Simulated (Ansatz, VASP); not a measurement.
# P in VASP and in Ansatz

```xyz
8
Lattice="4.9253 0.0000 0.0000 0.0000 4.9253 0.0000 0.0000 0.0000 4.9253" Properties=species:S:1:pos:R:3 pbc="T T T"
P     0.0000    0.0000    0.0000
P     2.4627    2.4627    2.4627
P     1.2313    0.0000    2.4627
P     3.6940    0.0000    2.4627
P     2.4627    1.2313    0.0000
P     2.4627    3.6940    0.0000
P     4.9253    2.4627    1.2313
P     4.9253    2.4627    3.6940
```

Alike in both runs: functional RPBE; k mesh 5 × 5 × 5; occupations fermi-dirac, width 0.1 eV; no spin polarisation.

Ansatz relaxed the structure, and its values are those at the end. VASP's run is a single point on that final structure, the one shown.

|  | VASP | Ansatz |
| --- | --- | --- |
| version | VASP 6.6.1 | Ansatz 0.2.0 |
| potentials or method | VASP PAW PBE potentials, release 64 (P), cutoff 520 eV | plane waves (420 eV) with PAW, scalar-relativistic |
| valence electrons in the cell | 40 | 40 |

|  | VASP | Ansatz | Ansatz less VASP |
| --- | --- | --- | --- |
| pressure (GPa) | -0.5 | 0.0 | +0.51 |

VASP's potentials were made for PBE, not for RPBE. With one functional, cell and mesh, what is left measures potentials, basis and numerics.
